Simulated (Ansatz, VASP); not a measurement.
## Two plane-wave programs on SrO

```
Sr O
1.0
     4.25237    0.00000    0.00000
    -2.12619    3.68266    0.00000
     0.00000    0.00000    5.15677
Sr O
2 2
Direct
  0.33333 0.66667 0.93751
  0.66667 0.33333 0.43751
  0.33333 0.66667 0.43749
  0.66667 0.33333 0.93749
```

Alike in both runs: functional BLYP; dispersion D3(BJ); k mesh 6 × 6 × 4; occupations fermi-dirac, width 0.01 eV; no spin polarisation.

Ansatz relaxed the structure, and its values are those at the end. VASP's run is a single point on that final structure, the one shown.

|  | VASP | Ansatz |
| --- | --- | --- |
| version | VASP 6.6.1 | Ansatz 0.2.0 |
| potentials or method | VASP PAW PBE potentials, release 64 (Sr_sv, O), cutoff 520 eV | plane waves, PAW |
| valence electrons in the cell | 32 | 32 |

|  | VASP | Ansatz | Ansatz less VASP |
| --- | --- | --- | --- |
| pressure (GPa) | 0.5 | 0.0 | -0.50 |

VASP's potentials were made for PBE, not for BLYP.
